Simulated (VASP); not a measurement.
Write the native input for VASP 6.6.1 that does the following.

```yaml
Task: relaxation of the atoms
Functional: PBEsol
Potentials_or_basis: VASP PAW PBE potentials, release 64 (S, Mo_sv)
Cutoff: 450 eV
k_mesh: 9 × 9 × 1
Occupations: gaussian, width 0.05 eV
Spin: no spin polarisation
Dipole_correction: yes
Further_INCAR_settings: ALGO = Normal; EDIFF = 1e-07; NELMDL = -8; IBRION = 2; EDIFFG = -0.02; NSW = 80
```

The structure of MoS2 lies in POSCAR:

```
MoS2
1.0
    3.1415002209      0.0000000000      0.0000000000
   -1.5707501104      2.7206189973      0.0000000000
    0.0000000000      0.0000000000     35.4534793489
S Mo
4 2
Direct
    0.3333333333      0.6666666667      0.2115448226
    0.3333333333      0.6666666667      0.2994395631
    0.3333333333      0.6666666667      0.7005604369
    0.3333333333      0.6666666667      0.7884551774
    0.0000000000      0.0000000000      0.2554921928
    0.0000000000      0.0000000000      0.7445078072
```

The input as run:

INCAR

```
SYSTEM = MoS2
PREC = Accurate ; ENCUT = 450
EDIFF = 1E-7 ; ISMEAR = 0
SIGMA = 0.05 ; LREAL = .False.
LASPH = .True. ; NELM = 120
ALGO = Normal ; ISIF = 2
LWAVE = .False. ; LCHARG = .False.
LDIPOL = .True. ; IDIPOL = 3
DIPOL = 0.5 0.5 0.500 ; GGA = PS
IBRION = 2 ; NSW = 80
EDIFFG = -0.02 ; GGA_COMPAT = .False.
NELMIN = 4 ; NELMDL = -8
```

KPOINTS

```
Automatic mesh
0
Gamma
  9 9 1
  0 0 0
```

Potentials or basis: VASP PAW PBE potentials, release 64 (S, Mo_sv).

Run with:

```bash
$ cat potpaw_PBE.64/S/POTCAR potpaw_PBE.64/Mo_sv/POTCAR > POTCAR
$ mpirun -np 1 vasp_std > vasp.out
```

It gave:

```yaml
Band_gap_on_the_k_mesh: 1.81 eV
```

Caveat: the relaxation stopped at its first step, so nothing moved.

Wall time 2.5 min on 1 thread of Intel(R) Xeon(R) Platinum 8488C (Sapphire Rapids), with other jobs on the host, peak memory 0.39 GiB.
